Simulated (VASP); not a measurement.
A run of VASP 6.6.1 is set up as follows.

INCAR

```
PREC = Accurate
ENCUT = 520
EDIFF = 1E-6
ISMEAR = -1
SIGMA = 0.05
LREAL = Auto
LASPH = T
NELM = 100
ALGO = Normal
ISIF = 2
LWAVE = F
LCHARG = T
GGA = PE
IVDW = 12
LELF = T
LVHAR = T
NBANDS = 79
```

Contents of KPOINTS:

```
regular mesh
0
Gamma
  2 2 2
```

The input POSCAR:

```
Si7O16
1.0
   -4.1929000000     -4.1929000000      0.0000000000
    4.1929000000     -4.1929000000      0.0000000000
    0.0000000000      0.0000000000      5.3408000000
Si O
7 16
Direct
    0.5000000000      0.5000000000     -0.0021697166
    0.5000000000      0.5000000000      0.5021697166
    0.0000000000      0.5000000000      0.2500000000
    0.0000000000      0.0000000000      0.0004867518
    0.5000000000      0.0000000000      0.2500000000
    0.0000000000      0.0000000000      0.4995132482
    0.5000000000      0.0000000000      0.7500000000
    0.2067074456      0.5000000000      0.0178900600
    0.0000000000      0.1932826550      0.2500000000
    0.7932925544      0.5000000000      0.0178900600
    0.0000000000      0.8067173450      0.2500000000
    0.2067074456      0.5000000000      0.4821099400
    0.0000000000      0.1839200285      0.7500000000
    0.7932925544      0.5000000000      0.4821099400
    0.0000000000      0.8160799715      0.7500000000
    0.6931435137      0.0000000000      0.0016180003
    0.5000000000      0.6987310527      0.2500000000
    0.3068564863      0.0000000000      0.0016180003
    0.5000000000      0.3012689473      0.2500000000
    0.6931435137      0.0000000000      0.4983819997
    0.5000000000      0.6957393370      0.7500000000
    0.3068564863      0.0000000000      0.4983819997
    0.5000000000      0.3042606630      0.7500000000
```

Potentials or basis: VASP PAW PBE potentials, release 64 (Si, O).

Run with:

```sh
$ cat potpaw_PBE.64/Si/POTCAR potpaw_PBE.64/O/POTCAR > POTCAR
$ mpirun -np 1 vasp_std > vasp.out
```

**Question.** Estimate the pressure.

**Answer.** 5.7 GPa.

**Question.** Predict the largest force.

**Answer.** 0.054 eV/Å.

**Question.** What does it give for the dispersion energy per atom?

**Answer.** -0.212 eV.

**Question.** What does it give for the band gap on the k mesh?

**Answer.** Zero (band 62 reaches 6.33 eV, above the bottom of band 63 at 6.06 eV).

Stress tensor (GPa, compression positive):
```
 4.77 -0.66  0.00
-0.66  4.77  0.00
 0.00  0.00  7.68
```

Caveat: the k points lie up to 0.59 Å⁻¹ apart.
